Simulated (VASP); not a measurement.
Wanted: the native input for a VASP 6.6.1 run.

```yaml
Task: electric field gradients
Functional: PBEsol
Potentials_or_basis: VASP PAW PBE potentials, release 64 (Pd)
Cutoff: 520 eV
k_mesh: 18 × 18 × 18
Occupations: fermi-dirac, width 0.05 eV
Spin: no spin polarisation
Dipole_correction: no
Further_INCAR_settings: ALGO = Normal; EDIFF = 1e-08; NBANDS = 11
```

The structure of Pd lies in POSCAR:

```
Pd
1.0
   -0.0194490000      1.9351755000      1.9351755000
    1.9351755000     -0.0194490000      1.9351755000
    1.9351755000      1.9351755000     -0.0194490000
Pd
1
Direct
    0.0000000000      0.0000000000      0.0000000000
```

This cell differs from its parent crystal: equal xy, yz and zx shear strains of -1 %.

These files were run (other wordings do the same):

INCAR

```
  PREC = Accurate
  ENCUT = 520
  EDIFF = 1E-8
  ISMEAR = -1
  SIGMA = 0.05
  LREAL = F
  LASPH = T
  NELM = 60
  ALGO = Normal
  ISIF = 2
  LWAVE = F
  LCHARG = F
  GGA = PS
  LEFG = T
  NBANDS = 11
```

KPOINTS

```
regular mesh
0
Gamma
  18 18 18
```

Potentials or basis: VASP PAW PBE potentials, release 64 (Pd).

Launch:

```console
$ cat potpaw_PBE.64/Pd/POTCAR > POTCAR
$ mpirun -np 1 vasp_std > vasp.out
```

It gave:

```json
{"Pressure": "-2.5 GPa", "Band gap on the k mesh": "zero (bands 5 and 6 overlap by 1.64 eV)", "Largest electric field gradient by atom": "Pd +3.0 V/Å²"}
```

Caveat: the cell differs from its parent crystal (equal xy, yz and zx shear strains of -1 %); without QUAD_EFG the Cq values of the log hold for a quadrupole moment of 1 mb, not for the nuclei; the PAW data sets were made with another functional, which shifts forces and pressure a little.

Wall time 33 s on 1 thread of Intel(R) Xeon(R) 6975P-C (Granite Rapids) (shared host), peak memory 0.2 GiB.
